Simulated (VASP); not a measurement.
# Sb: single point with PBEsol

The system is Sb.

```
Sb
1.0
     4.49731    0.00000    0.00000
     0.00000    4.39143    0.00000
    -1.31166    0.00000    6.32163
Sb
4
Cartesian
  0.6320 1.0979 4.3219
  3.2119 3.2936 4.8219
  -0.0262 1.0979 1.4998
  2.5536 3.2936 1.9997
```

This cell differs from its parent crystal: volume scaled by 0.98.

```json
{
  "Program": "VASP 6.6.1",
  "Task": "single point",
  "Functional": "PBEsol",
  "Potentials or basis": "VASP PAW PBE potentials, release 64 (Sb)",
  "Cutoff": "520 eV",
  "k mesh": "6 × 6 × 4",
  "Occupations": "fermi-dirac, width 0.05 eV",
  "Spin": "no spin polarisation"
}
```

```
Pressure               : -1.3 GPa
Largest force          : 0.165 eV/Å
Band gap on the k mesh : zero (band 10 reaches 6.76 eV, above the bottom of band 11 at 6.16 eV)
```

Forces in eV/Å, atoms in the order of the input:
```
Sb   0.053  0.000  0.156
Sb   0.044  0.000  0.086
Sb  -0.044  0.000 -0.086
Sb  -0.053  0.000 -0.156
```

Stress tensor (GPa, compression positive):
```
-1.36  0.00  0.45
 0.00 -1.66  0.00
 0.45  0.00 -0.80
```

Levels at points of the mesh, in eV from the Fermi level:
| k point | band 8 | band 9 | band 10 | band 11 | band 12 | band 13 |
| --- | --- | --- | --- | --- | --- | --- |
| (0.00, 0.00, 0.00) | -2.19 | -1.41 | -0.12 | 1.96 | 2.69 | 2.98 |
| (0.50, 0.00, 0.00) | -1.13 | -0.93 | -0.70 | 0.26 | 1.12 | 1.35 |
| (0.00, 0.50, 0.00) | -1.44 | -1.14 | -1.14 | 0.41 | 0.41 | 1.30 |
| (0.50, 0.50, 0.00) | -3.60 | -2.35 | -2.35 | 0.77 | 0.77 | 5.10 |
| (0.00, 0.00, 0.50) | -2.18 | -1.77 | -1.64 | 0.64 | 1.82 | 2.14 |
| (0.50, 0.00, 0.50) | -1.06 | -0.91 | -0.70 | -0.38 | 0.77 | 1.08 |
| (0.00, 0.50, 0.50) | -1.63 | -0.88 | -0.88 | 0.12 | 0.12 | 0.93 |
| (0.50, 0.50, 0.50) | -3.93 | -1.29 | -1.29 | 1.93 | 1.93 | 3.57 |

Run time: 66 s on 1 thread of Intel(R) Xeon(R) Platinum 8375C CPU @ 2.90GHz (Ice Lake), with other jobs on the host, peak memory 0.28 GiB.

Caveat: the PAW data sets were made with another functional, which shifts forces and pressure a little; spin-orbit coupling is left out, which moves the levels of the heavy elements.
